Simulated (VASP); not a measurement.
# Cu (R-3m) in VASP: further runs

The runs below take Cu through single point, with PBE.

Program: VASP 6.6.1. These are calculated values, not measurements. Logs are shortened: lines on timing, memory, paths and dates and some standing lists are left out, and cuts for length are marked.

**1. The cell of the first run**

It takes space group R-3m (No. 166, trigonal). The conventional cell has a = 5.828 Å, b = 5.828 Å, c = 14.909 Å, α = 90.00°, β = 90.00°, γ = 120.00°. Cu (site symmetry m) has 6 Cu at 1.98 to 2.14 Å within 2.6 Å. Cu (site symmetry m) has 7 Cu at 2.12 to 2.39 Å within 2.8 Å.

**2. Single point, PBE**

INCAR

```
PREC = Accurate
ENCUT = 520
EDIFF = 1E-6
ISMEAR = 0
SIGMA = 0.1
LREAL = False
LASPH = True
NELM = 60
ALGO = Fast
ISIF = 2
LWAVE = False
LCHARG = False
GGA = PE
NBANDS = 78
```

KPOINTS

```
regular mesh
0
Gamma
  6 6 6
```

POSCAR

```
Cu
1.0
    2.9140612263      1.6824340335      4.9696463154
   -2.9140612263      1.6824340335      4.9696463154
    0.0000000000     -3.3648680668      4.9696463154
Cu
12
Direct
    0.0101900000      0.6536100000      0.0101900000
    0.0101900000      0.0101900000      0.6536100000
    0.6536100000      0.0101900000      0.0101900000
    0.9898100000      0.3463900000      0.9898100000
    0.3463900000      0.9898100000      0.9898100000
    0.9898100000      0.9898100000      0.3463900000
    0.2211800000      0.6306000000      0.2211800000
    0.2211800000      0.2211800000      0.6306000000
    0.6306000000      0.2211800000      0.2211800000
    0.7788200000      0.3694000000      0.7788200000
    0.3694000000      0.7788200000      0.7788200000
    0.7788200000      0.7788200000      0.3694000000
```

Potentials or basis: VASP PAW PBE potentials, release 64 (Cu).

On the command line:

```console
$ cat potpaw_PBE.64/Cu/POTCAR > POTCAR
$ mpirun -np 1 vasp_std > vasp.out
```

OUTCAR:

```text
PREC = Accurate
   ENCUT = 520
   EDIFF = 1E-6
   ISMEAR = 0
   LREAL = False
   LASPH = True
   NELM = 60
   ISIF = 2
   GGA = PE

 ion  position               nearest neighbor table
   1  0.010  0.654  0.010-   4 1.98   2 2.08   3 2.08   7 2.13  12 2.14  11 2.14
   2  0.010  0.010  0.654-   6 1.98   3 2.08   1 2.08   8 2.13  10 2.14  11 2.14
   3  0.654  0.010  0.010-   5 1.98   2 2.08   1 2.08   9 2.13  12 2.14  10 2.14
   4  0.990  0.346  0.990-   1 1.98   6 2.08   5 2.08  10 2.13   8 2.14   9 2.14
   5  0.346  0.990  0.990-   3 1.98   6 2.08   4 2.08  11 2.13   8 2.14   7 2.14
   6  0.990  0.990  0.346-   2 1.98   4 2.08   5 2.08  12 2.13   9 2.14   7 2.14
   7  0.221  0.631  0.221-  11 2.12  12 2.12   1 2.13   6 2.14   5 2.14   8 2.39   9 2.39
   8  0.221  0.221  0.631-  10 2.12  11 2.12   2 2.13   4 2.14   5 2.14   7 2.39   9 2.39
   9  0.631  0.221  0.221-  10 2.12  12 2.12   3 2.13   6 2.14   4 2.14   8 2.39   7 2.39
  10  0.779  0.369  0.779-   9 2.12   8 2.12   4 2.13   2 2.14   3 2.14  12 2.39  11 2.39
  11  0.369  0.779  0.779-   7 2.12   8 2.12   5 2.13   2 2.14   1 2.14  12 2.39  10 2.39
  12  0.779  0.779  0.369-   7 2.12   9 2.12   6 2.13   3 2.14   1 2.14  10 2.39  11 2.39

  LATTYP: Found a trigonal (rhomboedric) cell.
 ALAT       =     6.0016432423
 COS(alpha) =     0.5284942553

  Lattice vectors:

 A1 = (   2.9140612263,   1.6824340335,   4.9696463154)
 A2 = (  -2.9140612263,   1.6824340335,   4.9696463154)
 A3 = (   0.0000000000,  -3.3648680668,   4.9696463154)

Analysis of symmetry for initial positions (statically):
=====================================================================
 Subroutine PRICEL returns:
 Original cell was already a primitive cell.

 Routine SETGRP: Setting up the symmetry group for a
 trigonal (rhombohedral) supercell.

 Subroutine GETGRP returns: Found 12 space group operations
 (whereof 12 operations were pure point group operations)
 out of a pool of 12 trial point group operations.

The static configuration has the point symmetry D_3d.

Analysis of symmetry for dynamics (positions and initial velocities):
=====================================================================
 Subroutine PRICEL returns:
 Original cell was already a primitive cell.

 Routine SETGRP: Setting up the symmetry group for a
 trigonal (rhombohedral) supercell.

 Subroutine GETGRP returns: Found 12 space group operations
 (whereof 12 operations were pure point group operations)
 out of a pool of 12 trial point group operations.

The dynamic configuration has the point symmetry D_3d.

 Subroutine INISYM returns: Found 12 space group operations
 (whereof 12 operations are pure point group operations),
 and found     1 'primitive' translations

----------------------------------------------------------------------------------------

                                     Primitive cell

  volume of cell :     146.1886

  direct lattice vectors                    reciprocal lattice vectors
     2.914061226  1.682434034  4.969646315     0.171581844  0.099062824  0.067073854
    -2.914061226  1.682434034  4.969646315    -0.171581844  0.099062824  0.067073854
     0.000000000 -3.364868067  4.969646315     0.000000000 -0.198125648  0.067073854

  length of vectors
     6.001643242  6.001643242  6.001643242     0.209171400  0.209171400  0.209171400

  position of ions in fractional coordinates (direct lattice)
     0.010190000  0.653610000  0.010190000
     0.010190000  0.010190000  0.653610000
     0.653610000  0.010190000  0.010190000
     0.989810000  0.346390000  0.989810000
     0.346390000  0.989810000  0.989810000
     0.989810000  0.989810000  0.346390000
     0.221180000  0.630600000  0.221180000
     0.221180000  0.221180000  0.630600000
     0.630600000  0.221180000  0.221180000
     0.778820000  0.369400000  0.778820000
     0.369400000  0.778820000  0.778820000
     0.778820000  0.778820000  0.369400000

  ion indices of the primitive-cell ions
   primitive index   ion index
                 1           1
                 2           2
                 3           3
                 4           4
                 5           5
                 6           6
                 7           7
                 8           8
                 9           9
                10          10
                11          11
                12          12

----------------------------------------------------------------------------------------

 KPOINTS: regular mesh

Automatic generation of k-mesh.
 Grid dimensions read from file:
 generate k-points for:    6    6    6

 Generating k-lattice:

  Cartesian coordinates                     Fractional coordinates (reciprocal lattice)
     0.028596974  0.016510471  0.011178976     0.166666667  0.000000000  0.000000000
    -0.028596974  0.016510471  0.011178976     0.000000000  0.166666667  0.000000000
     0.000000000 -0.033020941  0.011178976     0.000000000  0.000000000  0.166666667

  Length of vectors
     0.034861900  0.034861900  0.034861900

  Shift w.r.t. Gamma in fractional coordinates (k-lattice)
     0.000000000  0.000000000  0.000000000

 Subroutine IBZKPT returns following result:
 ===========================================

 Found     32 irreducible k-points:

 Following reciprocal coordinates:
            Coordinates               Weight
  0.000000  0.000000  0.000000      1.000000
  0.166667 -0.000000 -0.000000      6.000000
  0.333333 -0.000000  0.000000      6.000000
  0.500000  0.000000  0.000000      3.000000
  0.166667  0.166667 -0.000000      6.000000
  0.333333  0.166667  0.000000     12.000000
[... 16 lines left out ...]
  0.500000  0.500000  0.166667      6.000000
 -0.333333  0.500000  0.166667     12.000000
 [... further k-points ...]
   k-points           NKPTS =     32   k-points in BZ     NKDIM =     32   number of bands    NBANDS=     78
   number of dos      NEDOS =    301   number of ions     NIONS =     12
   total plane-waves  NPLWV = 110592
   dimension x,y,z NGX =    48 NGY =   48 NGZ =   48
   dimension x,y,z NGXF=    96 NGYF=   96 NGZF=   96
   ions per type =              12
   NGX,Y,Z   is equivalent  to a cutoff of  13.30, 13.30, 13.30 a.u.
   NGXF,Y,Z  is equivalent  to a cutoff of  26.59, 26.59, 26.59 a.u.
 SYSTEM =  unknown system
   PREC   = accura    normal or accurate (medium, high low for compatibility)
   ISTART =      0    job   : 0-new  1-cont  2-samecut
   ICHARG =      2    charge: 1-file 2-atom 10-const
   ISPIN  =      1    spin polarized calculation?
   LNONCOLLINEAR =      F non collinear calculations
   LSORBIT =      F    spin-orbit coupling
   LASPH  =      T    aspherical Exc in radial PAW
   ENCUT  =  520.0 eV  38.22 Ry    6.18 a.u.  11.16 11.16 11.16*2*pi/ulx,y,z
   NELM   =     60;   NELMIN=  2; NELMDL= -5     # of ELM steps
   EDIFF  = 0.1E-05   stopping-criterion for ELM
   LREAL  =      F    real-space projection
   EDIFFG = 0.1E-04   stopping-criterion for IOM
   NSW    =      0    number of steps for IOM
   IBRION =     -1    ionic relax: 0-MD 1-quasi-New 2-CG
   NFREE  =      0    steps in history (QN), initial steepest desc. (CG)
   ISIF   =      2    stress and relaxation
   ISYM   =      2    0-nonsym 1-usesym 2-fastsym
   POTIM  = 0.5000    time-step for ionic-motion
   TEBEG  =    0.0;   TEEND  =   0.0 temperature during run
   PSTRESS=    0.0 pullay stress
   NELECT =     132.0000    total number of electrons
   NUPDOWN=      -1.0000    fix difference up-down
   EMIN   =  10.00;   EMAX   =-10.00  energy-range for DOS
   EFERMI =   0.00;   METHOD = LEGACY
   ISMEAR =     0;   SIGMA  =   0.10  broadening in eV -4-tet -1-fermi 0-gaus
   EFERMI_NEDOS =   21; number of points for ismear=-14 and -15
   IALGO  =     68    algorithm
   IMIX   =      4    mixing-type and parameters
     AMIX     =   0.40;   BMIX     =  1.00
     AMIX_MAG =   1.60;   BMIX_MAG =  1.00
  volume/ion in A,a.u.               =      12.18        82.21
  Fermi-wavevector in a.u.,A,eV,Ry     =   1.582322  2.990156 34.065510  2.503744
  Thomas-Fermi vector in A             =   2.682263
   LORBIT       =      0    0 simple, 1 ext, 2 COOP (PROOUT), +10 PAW based schemes
   GGA     = PE    functional components
   LHFCALC =     F    Hartree Fock is set to
   AEXX    =    0.0000 exact exchange contribution
   IVDW    =     0    specifies the selected vdW correction
   LEPSILON=     F    determine dielectric tensor
   LRPA    =     F    only Hartree local field effects (RPA)
 non-spin polarized calculation
 RMM-DIIS sequential band-by-band and
 Gauss-broadening in eV      SIGMA  =   0.10
  energy-cutoff  :      520.00
  volume of cell :      146.19
 maximum number of plane-waves:      3958
 NGX is ok and might be reduce to    48
   NGX = 23   NGY = 23   NGZ = 23

 number of electron     132.0000006 magnetization

 Free energy of the ion-electron system (eV)
  ---------------------------------------------------
  ext. energy  EPLUGINS =         0.00000000
  ---------------------------------------------------
  free energy    TOTEN  =       -25.11214280 eV

  energy without entropy =      -25.09493108  energy(sigma->0) =      -25.10353694

 E-fermi :   7.3676     XC(G=0): -12.1228

 val. band max:        7.3543034485   @ k =  -0.1667   0.3333   0.1667
 cond. band min:       7.3766049591   @ k =  -0.1667   0.1667   0.1667
 fundamental gap:      0.0223015106
 Fermi energy:         7.3676280237

 k-point     1 :       0.0000    0.0000    0.0000
  band No.  band energies     occupation
      1      -2.4649      2.00000
      2       0.5295      2.00000
      3       1.2819      2.00000
      4       1.3294      2.00000
      5       1.3294      2.00000
      6       1.5425      2.00000
[... 70 lines left out ...]
     77      14.4744      0.00000
     78      15.7567      0.00000

 k-point     2 :       0.1667   -0.0000   -0.0000
  band No.  band energies     occupation
      1      -2.3020      2.00000
      2       0.5446      2.00000
      3       1.1169      2.00000
      4       1.2617      2.00000
      5       1.3404      2.00000
      6       1.5350      2.00000
[... 1774 lines left out ...]
 k-point    24 :      -0.3333    0.5000    0.1667
  band No.  band energies     occupation
      1      -1.1100      2.00000
      2       0.0799      2.00000
      3       0.5077      2.00000
      4       0.7384      2.00000
      5       1.3796      2.00000
      6       1.5218      2.00000
[... 70 lines left out ...]
     77      12.8986      0.00000
     78      13.3659      0.00000

 [... further k-points ...]
[... 5 lines left out ...]
  --------------------------------------------------------------------------------------
  -------------------------------------------------------------------------------------
  Total       62.2164644     62.2164644     74.3048795      0.0000000      0.0000000      0.0000000
  in kB      681.8713777    681.8713777    814.3563133      0.0000000      0.0000000      0.0000000
  external PRESSURE =     726.0330229 kB  Pullay stress =       0.0000000 kB

 VOLUME and BASIS-vectors are now :
 -----------------------------------------------------------------------------
  energy-cutoff  :      520.00
  volume of cell :      146.19
      direct lattice vectors                 reciprocal lattice vectors
     2.914061226  1.682434034  4.969646315     0.171581844  0.099062824  0.067073854
    -2.914061226  1.682434034  4.969646315    -0.171581844  0.099062824  0.067073854
     0.000000000 -3.364868067  4.969646315     0.000000000 -0.198125648  0.067073854

 POSITION                                       TOTAL-FORCE (eV/Angst)
 -----------------------------------------------------------------------------------
     -1.87497      1.08251      3.34949         2.508571     -1.448324     -0.910871
      0.00000     -2.16502      3.34949         0.000000      2.896648     -0.910871
      1.87497      1.08251      3.34949        -2.508571     -1.448324     -0.910871
      1.87497     -1.08251     11.55945        -2.508571      1.448324      0.910871
     -1.87497     -1.08251     11.55945         2.508571      1.448324      0.910871
      0.00000      2.16502     11.55945         0.000000     -2.896648      0.910871
     -1.19307      0.68882      5.33223         5.060230     -2.921525      1.371584
      0.00000     -1.37764      5.33223         0.000000      5.843050      1.371584
      1.19307      0.68882      5.33223        -5.060230     -2.921525      1.371584
      1.19307     -0.68882      9.57671        -5.060230      2.921525     -1.371584
     -1.19307     -0.68882      9.57671         5.060230      2.921525     -1.371584
      0.00000      1.37764      9.57671         0.000000     -5.843050     -1.371584
 -----------------------------------------------------------------------------------
    total drift:                               -0.000000     -0.000000      0.000000

  FREE ENERGIE OF THE ION-ELECTRON SYSTEM (eV)
  ---------------------------------------------------
  free  energy   TOTEN  =       -25.1121428001 eV

  energy  without entropy=      -25.0949310805  energy(sigma->0) =      -25.10353694
```

Wall time 21 min (1 thread of Intel Xeon 8259CL, shared host); peak memory 0.46 GiB.

Results:

- Free energy: -25.1121 eV
- Pressure: 72.6 GPa
- Largest force: 6.002 eV/Å
- Band gap on the k mesh: zero (bands 66 and 67 overlap by 1.31 eV)

Forces on the atoms (eV/Å):
```
Cu   2.509 -1.448 -0.911
Cu   0.000  2.897 -0.911
Cu  -2.509 -1.448 -0.911
Cu  -2.509  1.448  0.911
Cu   2.509  1.448  0.911
Cu   0.000 -2.897  0.911
Cu   5.060 -2.922  1.372
Cu   0.000  5.843  1.372
Cu  -5.060 -2.922  1.372
Cu  -5.060  2.922 -1.372
Cu   5.060  2.922 -1.372
Cu   0.000 -5.843 -1.372
```

Levels at points of the mesh, in eV from the Fermi level:
```csv
k point,band 63,band 64,band 65,band 66,band 67,band 68,band 69,band 70
"(0.00, 0.00, 0.00)",-1.13,-1.04,-0.56,-0.56,-0.51,-0.51,0.54,0.97
"(0.50, 0.00, 0.00)",-1.57,-1.04,-0.78,-0.58,-0.53,0.77,1.92,2.16
"(0.50, 0.50, 0.00)",-1.60,-1.57,-1.20,-1.16,2.64,2.67,2.71,3.01
"(0.50, 0.50, 0.50)",-1.49,-1.49,-1.42,-0.22,-0.22,0.60,1.87,1.87
```

Caveat: the stress differs along the axes, from 68 to 81 GPa; forces of over 1 eV/Å act on the atoms, so gaps and moduli don't describe the material at rest.

**3. Single point, PBE**

This run uses another cell than the first one, of 15.63 Å³/atom.

INCAR

```
SYSTEM = Cu
PREC = Accurate ; ENCUT = 520
EDIFF = 1E-6 ; ISMEAR = 0
SIGMA = 0.1 ; LREAL = .FALSE.
LASPH = .TRUE. ; NELM = 60
ALGO = Fast ; ISIF = 2
LWAVE = .FALSE. ; LCHARG = .FALSE.
GGA = PE ; NBANDS = 78
```

KPOINTS

```
regular mesh
0
G
  6 6 6
  0 0 0
```

POSCAR

```
Cu
1.0
    2.9814122448      1.7213191621      6.0902456388
   -2.9814122448      1.7213191621      6.0902456388
    0.0000000000     -3.4426383241      6.0902456388
Cu
12
Direct
    0.0919965695      0.5026987202      0.0919965695
    0.0919965695      0.0919965695      0.5026987202
    0.5026987202      0.0919965695      0.0919965695
    0.9080034305      0.4973012798      0.9080034305
    0.4973012798      0.9080034305      0.9080034305
    0.9080034305      0.9080034305      0.4973012798
    0.2331971164      0.6389437971      0.2331971164
    0.2331971164      0.2331971164      0.6389437971
    0.6389437971      0.2331971164      0.2331971164
    0.7668028836      0.3610562029      0.7668028836
    0.3610562029      0.7668028836      0.7668028836
    0.7668028836      0.7668028836      0.3610562029
```

Potentials or basis: VASP PAW PBE potentials, release 64 (Cu).

On the command line:

```console
$ cat potpaw_PBE.64/Cu/POTCAR > POTCAR
$ mpirun -np 1 vasp_std > vasp.out
```

Run time: 33 min. Hardware: 1 thread of Intel Xeon 8259CL, shared host; peak memory 0.58 GiB.

The run converged. Its results:

- Free energy: -38.0275 eV
- Pressure: 0.4 GPa
- Largest force: 0.009 eV/Å
- Band gap on the k mesh: zero (bands 66 and 67 overlap by 1.04 eV)

Forces in eV/Å, atoms in the order of the input:
```
Cu  -0.007  0.004 -0.005
Cu   0.000 -0.008 -0.005
Cu   0.007  0.004 -0.005
Cu   0.007 -0.004  0.005
Cu  -0.007 -0.004  0.005
Cu   0.000  0.008  0.005
Cu   0.007 -0.004 -0.004
Cu   0.000  0.008 -0.004
Cu  -0.007 -0.004 -0.004
Cu  -0.007  0.004  0.004
Cu   0.007  0.004  0.004
Cu   0.000 -0.008  0.004
```

Levels at points of the mesh, in eV from the Fermi level:
```
           k point  band 63  band 64  band 65  band 66  band 67  band 68  band 69  band 70
(0.00, 0.00, 0.00)    -0.86    -0.26    -0.26     0.13     0.13     0.13     0.33     1.25
(0.50, 0.00, 0.00)    -1.29    -1.01    -0.82    -0.60     0.01     0.11     0.39     1.77
(0.50, 0.50, 0.00)    -1.40    -1.34    -1.26    -0.94     1.90     1.91     2.01     2.19
(0.50, 0.50, 0.50)    -1.01    -0.68    -0.68     0.17     0.17     0.51     1.77     1.95
```

The gap in the log of VASP goes by the Fermi energy; the results here count the filled bands.